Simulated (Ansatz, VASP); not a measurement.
## One calculation of Al, two programs

File INCAR:

```
PREC = Accurate ; ENCUT = 600
EDIFF = 1E-6 ; ISMEAR = -1
SIGMA = 0.05 ; LREAL = F
LASPH = T ; NELM = 60
ALGO = Normal ; ISIF = 3
LWAVE = F ; LCHARG = F
GGA = PE ; IBRION = 2
NSW = 100 ; EDIFFG = -0.005
```

File KPOINTS:

```
Automatic mesh
0
Gamma
  17 17 17
```

File POSCAR:

```
Al
1.0
    0.0000000000      1.8704843161      1.8704843161
    1.8704843161      0.0000000000      1.8704843161
    1.8704843161      1.8704843161      0.0000000000
Al
1
Direct
    0.0000000000      0.0000000000      0.0000000000
```

Input for Ansatz:

```yaml
crystal:
  lattice:
    - [0.0, 1.8704843161, 1.8704843161]
    - [1.8704843161, 0.0, 1.8704843161]
    - [1.8704843161, 1.8704843161, 0.0]
  atoms:
    - { symbol: Al, position: [0.0, 0.0, 0.0] }
kpoints:
  mp_grid: { grid: [17, 17, 17] }
scf:
  occupations: { method: fermi_dirac, width: 0.05 }
hamiltonian:
  xc: pbe
  pseudopotentials: { kind: paw }
output:
  forces: true
  stress: true
relax:
  f_tol: 0.005
  max_steps: 80
  cell: {}
```

Alike in both runs: task relaxation of cell and atoms; functional PBE; k mesh 17 × 17 × 17; occupations fermi-dirac, width 0.05 eV; no spin polarisation.

|  | VASP | Ansatz |
| --- | --- | --- |
| version | VASP 6.6.1 | Ansatz 0.2.0 |
| potentials or method | VASP PAW PBE potentials, release 64 (Al) | PAW with Ansatz's default frozen-core files, scalar-relativistic |
| plane-wave cutoff (eV) | 600 | 420 |
| valence electrons in the cell | 3 | 3 |

VASP gave:

```
relaxed volume (Å³/atom)                                     : 16.48
relaxed cell length with the largest relative difference (Å) : 2.856
```

Problem. Estimate Ansatz's values.

Solution. Relaxed volume (Å³/atom): 16.49; relaxed cell length with the largest relative difference (Å): 2.857.

Noted on VASP's run: the volume moved by over 15 % at a fixed basis, so the end points are rough.
